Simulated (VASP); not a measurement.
Au, 2 atoms in the cell. The structure is monoclinic, space group P2_1/m (No. 11). Conventional cell: a = 2.917 Å, b = 4.890 Å, c = 2.917 Å, α = 90.00°, β = 120.00°, γ = 90.00°. Au (site symmetry m) has 12 Au at 2.79 to 3.20 Å within 3.7 Å.  This cell differs from its parent crystal: atoms displaced along a vibrational mode.

```yaml
Program: VASP 6.6.1
Task: single point
Functional: PBE
Potentials_or_basis: VASP PAW PBE potentials, release 64 (Au)
Cutoff: 500 eV
k_mesh: 18 × 18 × 10
Occupations: gaussian, width 0.15 eV
Spin: no spin polarisation
Dipole_correction: no
Further_INCAR_settings: ALGO = Normal; EDIFF = 1e-06; NBANDS = 18
```

Potentials or basis: VASP PAW PBE potentials, release 64 (Au).

Run with:

```bash
$ cat potpaw_PBE.64/Au/POTCAR > POTCAR
$ mpirun -np 1 vasp_std > vasp.out
```

Hardware: 1 thread of AMD EPYC 9R45 96-Core Processor (Zen 5), on a shared host.

**Question.** How long does it take, and how much memory?

**Answer.** Wall time 4.3 min on 1 thread of AMD EPYC 9R45 96-Core Processor (Zen 5) (shared host), peak memory 0.53 GiB. Counts: scf iterations 11, k points 984.
